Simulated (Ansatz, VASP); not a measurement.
# KF in VASP and in Ansatz

Contents of INCAR:

```
SYSTEM = KF
PREC = Accurate ; ENCUT = 520
EDIFF = 1E-6 ; ISMEAR = -5
SIGMA = 0.1 ; LREAL = .FALSE.
LASPH = .TRUE. ; NELM = 100
ALGO = Normal ; ISIF = 2
LWAVE = .FALSE. ; LCHARG = .FALSE.
GGA = PE ; NBANDS = 15
```

Contents of KPOINTS:

```
regular mesh
0
G
  9 9 9
  0 0 0
```

POSCAR

```
KF
1.0
    0.0000000000      2.6464931030      2.6464931030
    2.6464931030      0.0000000000      2.6464931030
    2.6464931030      2.6464931030      0.0000000000
K F
1 1
Direct
    0.0000000000      0.0000000000      0.0000000000
    0.5000000000      0.5000000000      0.5000000000
```

Input for Ansatz:

```yaml
crystal:
  lattice:
    - [0.0, 2.646493103, 2.646493103]
    - [2.646493103, 0.0, 2.646493103]
    - [2.646493103, 2.646493103, 0.0]
  atoms:
    - { symbol: K, position: [0.0, 0.0, 0.0] }
    - { symbol: F, position: [0.5, 0.5, 0.5] }
kpoints:
  mp_grid: { grid: [9, 9, 9] }
scf:
  occupations: { method: tetrahedron }
hamiltonian:
  xc: pbe
  pseudopotentials: { kind: all_electron, lapw: { basis_error: 0.001 } }
output:
  forces: true
  stress: true
  eigenvalues: true
```

Alike in both runs: task single point; functional PBE; k mesh 9 × 9 × 9; occupations tetrahedron; no spin polarisation.

|  | VASP | Ansatz |
| --- | --- | --- |
| version | VASP 6.6.1 | Ansatz 0.2.0 |
| potentials or method | VASP PAW PBE potentials, release 64 (K_sv, F), cutoff 520 eV | all-electron LAPW, scalar-relativistic |

|  | VASP | Ansatz | Ansatz less VASP |
| --- | --- | --- | --- |
| gap on the k mesh at the Fermi level (eV) | 6.32 | 6.33 | +0.012 |
| pressure (GPa) | 2.5 | 2.5 | -0.07 |

Ansatz ran all-electron here, and VASP with PAW potentials. Ansatz's warnings: band table not solved further, tetrahedron derivatives may miss energy slope.
